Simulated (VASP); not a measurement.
## C: single point with r2SCAN

C:

```
C
1.0
     2.38256    0.00000    0.00000
     0.00000    4.12533    0.00000
     0.00000    0.00000    7.24363
C
8
Direct
  0.50000 0.41663 0.75000
  0.50000 0.91663 0.25000
  0.50000 0.58337 0.25000
  0.50000 0.08337 0.75000
  0.00000 0.91663 0.75000
  0.00000 0.41663 0.25000
  0.00000 0.08337 0.25000
  0.00000 0.58337 0.75000
```

This cell differs from its parent crystal: biaxial strain in the a-b plane: -3.0 %.

```
Program                : VASP 6.6.1
Task                   : single point
Functional             : r2SCAN
Potentials or basis    : VASP PAW PBE potentials, release 64 (C)
Cutoff                 : 520 eV
k mesh                 : 14 × 8 × 6
Occupations            : gaussian, width 0.1 eV
Spin                   : no spin polarisation
Dipole correction      : no
Further INCAR settings : ALGO = Normal; EDIFF = 1e-06; NBANDS = 26
```

- Pressure: 28.1 GPa

Stress tensor (GPa, compression positive):
```
42.62  0.00  0.00
 0.00 42.33  0.00
 0.00  0.00 -0.52
```

Run time: 17 min on 1 thread of Intel Xeon 8259CL (shared host), peak memory 0.31 GiB.

Caveat: the cell differs from its parent crystal (biaxial strain in the a-b plane: -3.0 %); the stress differs along the axes, from -1 to 43 GPa; the PAW data sets were made with another functional, which shifts forces and pressure a little.
